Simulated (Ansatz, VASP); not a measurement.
**One calculation of ZnO, two programs**

INCAR

```
  PREC = Accurate
  ENCUT = 520
  EDIFF = 1E-6
  ISMEAR = 0
  SIGMA = 0.02
  LREAL = False
  LASPH = True
  NELM = 100
  ALGO = Normal
  ISIF = 2
  LWAVE = False
  LCHARG = True
  GGA = PS
  LELF = True
  LVHAR = True
  NBANDS = 26
```

File KPOINTS:

```
Automatic mesh
0
Gamma
  12 12 6
```

POSCAR

```
ZnO
1.0
    3.2087000620      0.0000000000      0.0000000000
   -1.6043500310      2.7788157668      0.0000000000
    0.0000000000      0.0000000000      5.3183571232
Zn O
2 2
Direct
    0.6666666667      0.3333333333      0.5039424258
    0.3333333333      0.6666666667      0.0039424258
    0.6666666667      0.3333333333      0.8763675742
    0.3333333333      0.6666666667      0.3763675742
```

Input for Ansatz:

```yaml
crystal:
  lattice:
    - [3.208700062, 0.0, 0.0]
    - [-1.604350031, 2.7788157668, 0.0]
    - [0.0, 0.0, 5.3183571232]
  atoms:
    - { symbol: Zn, position: [0.6666666667, 0.3333333333, 0.5039424258] }
    - { symbol: Zn, position: [0.3333333333, 0.6666666667, 0.0039424258] }
    - { symbol: O, position: [0.6666666667, 0.3333333333, 0.8763675742] }
    - { symbol: O, position: [0.3333333333, 0.6666666667, 0.3763675742] }
basis:
  ecutwfc: 420
kpoints:
  mp_grid: { grid: [12, 12, 6] }
  band_path: { path: [VBM, CBM], npoints: 2 }
hamiltonian:
  xc: pbesol
scf:
  occupations: { method: gaussian, width: 0.02 }
output:
  forces: true
  stress: true
  eigenvalues: true
checkpoint:
  read: start.run
  write: ck
  compress: false
  write_wavefunctions: false
  write_every: 100000
```

Alike in both runs: task single point; functional PBEsol; k mesh 12 × 12 × 6; occupations gaussian, width 0.02 eV; no spin polarisation.

|  | VASP | Ansatz |
| --- | --- | --- |
| version | VASP 6.6.1 | Ansatz 0.2.0 |
| potentials or method | VASP PAW PBE potentials, release 64 (Zn, O), cutoff 520 eV | scalar-relativistic, plane waves, PAW |
| valence electrons in the cell | 36 | 36 |

```csv
,VASP,Ansatz,Ansatz less VASP
gap on the k mesh at the Fermi level (eV),0.64,0.66,+0.016
least direct gap on the mesh (eV),0.64,0.66,+0.016
pressure (GPa),-0.1,-1.0,-0.88
"traceless stress, the component that is largest in VASP (GPa)",-2.04,-2.01,+0.022
rms of the force components (eV/Å),0.004,0.000,-0.0037
```

VASP's potentials were made for PBE, not for PBEsol. Atom by atom the forces differ by 0.004 eV/Å (rms over components).
